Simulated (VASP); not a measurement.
Wanted: the native input for a VASP 6.6.1 run.

```
Task                   : single point
Functional             : r2SCAN
Potentials or basis    : VASP PAW PBE potentials, release 64 (Li_sv)
Cutoff                 : 520 eV
k mesh                 : 9 × 9 × 5
Occupations            : methfessel-paxton, width 0.1 eV
Spin                   : no spin polarisation
Dipole correction      : no
Further INCAR settings : ALGO = Normal; EDIFF = 1e-06; NBANDS = 10
```

The system is Li.

```
Li
1.0
     3.05481    0.00000    0.00000
    -1.52741    2.64555    0.00000
     0.00000    0.00000    5.19324
Li
2
Direct
  0.33333 0.66667 0.25000
  0.66667 0.33333 0.75000
```

The input as run:

POSCAR

```
Li
1.0
    3.0548122805      0.0000000000      0.0000000000
   -1.5274061402      2.6455450387      0.0000000000
    0.0000000000      0.0000000000      5.1932415971
Li
2
Direct
    0.3333333333      0.6666666667      0.2500000000
    0.6666666667      0.3333333333      0.7500000000
```

INCAR.step1

```
PREC = Accurate
ENCUT = 520
ISMEAR = 1
SIGMA = 0.1
LREAL = F
LASPH = T
NELM = 80
NBANDS = 10
GGA = PE
ALGO = Normal
EDIFF = 1E-4
LWAVE = T
LCHARG = F
```

INCAR.step2

```
PREC = Accurate
ENCUT = 520
EDIFF = 1E-6
ISMEAR = 1
SIGMA = 0.1
LREAL = F
LASPH = T
NELM = 80
ALGO = Normal
ISIF = 2
LWAVE = F
LCHARG = T
METAGGA = R2SCAN
LMIXTAU = T
LELF = T
LVHAR = T
NBANDS = 10
ISTART = 1
```

KPOINTS

```
regular mesh
0
Gamma
  9 9 5
```

Potentials or basis: VASP PAW PBE potentials, release 64 (Li_sv).

The run is started by

```bash
$ cat potpaw_PBE.64/Li_sv/POTCAR > POTCAR
$ cp INCAR.step1 INCAR
$ mpirun -np 1 vasp_std > vasp.out
$ cp INCAR.step2 INCAR
$ mpirun -np 1 vasp_std > vasp.out
```

Results of the run:

```yaml
Band_gap_on_the_k_mesh: zero (band 3 reaches 2.98 eV, above the bottom of band 4 at -1.66 eV)
```

Run time: 62 s on 1 thread of Intel(R) Xeon(R) Platinum 8259CL CPU @ 2.50GHz (Skylake/Cascade Lake), with other jobs on the host, peak memory 0.16 GiB.
